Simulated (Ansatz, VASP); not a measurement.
**Na: VASP beside Ansatz**

INCAR

```
ALGO = Normal
EDIFF = 1E-6
ENCUT = 520
GGA = PE
ISIF = 2
ISMEAR = -1
LASPH = True
LCHARG = False
LREAL = False
LWAVE = False
NBANDS = 10
NELM = 80
PREC = Accurate
SIGMA = 0.05
```

The input KPOINTS:

```
k-points
0
Gamma
  12 12 12
```

The input POSCAR:

```
Na
1.0
   -2.1175000000      2.1175000000      2.1386750000
    2.1175000000     -2.1175000000      2.1386750000
    2.1175000000      2.1175000000     -2.1386750000
Na
1
Direct
    0.0000000000      0.0000000000      0.0000000000
```

Input for Ansatz:

```yaml
crystal:
  lattice:
    - [-2.1175, 2.1175, 2.138675]
    - [2.1175, -2.1175, 2.138675]
    - [2.1175, 2.1175, -2.138675]
  atoms:
    - { symbol: Na, position: [0.0, 0.0, 0.0] }
kpoints:
  mp_grid: { grid: [12, 12, 12] }
  band_path:
    path:
      - [0.0, 0.0, 0.0]
      - [0.0, 0.0, 0.5]
      - [0.25, 0.25, 0.25]
      - [0.0, 0.5, 0.0]
      - [0.0, 0.0, 0.0]
      - [0.5, 0.5, -0.5]
      - [0.4950740124, 0.5049259876, -0.4950740124]
      - [-0.4950740124, 0.4950740124, 0.4950740124]
      - [0.0, 0.0, 0.0]
    npoints: 5
scf:
  occupations: { method: fermi_dirac, width: 0.05 }
hamiltonian:
  xc: pbe
  pseudopotentials: { kind: all_electron, lapw: { basis_error: 0.00025 } }
output:
  forces: true
  stress: true
  eigenvalues: true
```

Change from the starting cell: zz strain of +1 %.

Alike in both runs: task single point; functional PBE; k mesh 12 × 12 × 12; occupations fermi-dirac, width 0.05 eV; no spin polarisation.

```csv
,VASP,Ansatz
version,VASP 6.6.1,Ansatz 0.2.0
potentials or method,"VASP PAW PBE potentials, release 64 (Na_pv), cutoff 520 eV","all-electron LAPW, scalar-relativistic"
```

|  | VASP | Ansatz | Ansatz less VASP |
| --- | --- | --- | --- |
| pressure (GPa) | -0.3 | -0.3 | +0.03 |

Ansatz ran all-electron here, and VASP with PAW potentials.
